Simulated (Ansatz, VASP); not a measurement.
# C: VASP beside Ansatz

```
C
1.0
     1.76728    0.00000    0.00000
     0.00000    1.76728    0.00000
     0.00000    0.00000    1.76728
C
1
Direct
  0.00000 0.00000 0.00000
```

Alike in both runs: task single point; functional LDA; k mesh 20 × 20 × 20; occupations fermi-dirac, width 0.1 eV; no spin polarisation.

```csv
,VASP,Ansatz
version,VASP 6.6.1,Ansatz 0.2.0
potentials or method,"VASP PAW LDA potentials, release 64 (C), cutoff 520 eV","plane waves (420 eV) with PAW, scalar-relativistic"
valence electrons in the cell,4,4
```

VASP gave:

```
pressure (GPa) : -9.4
```

Task: Which values does Ansatz return?

Result: Pressure (GPa): -10.2.

Ansatz warns that its potentials were made for another functional, while VASP's fit it. LDA's correlation is that of Perdew and Zunger in VASP and of Perdew and Wang (1992) in Ansatz.
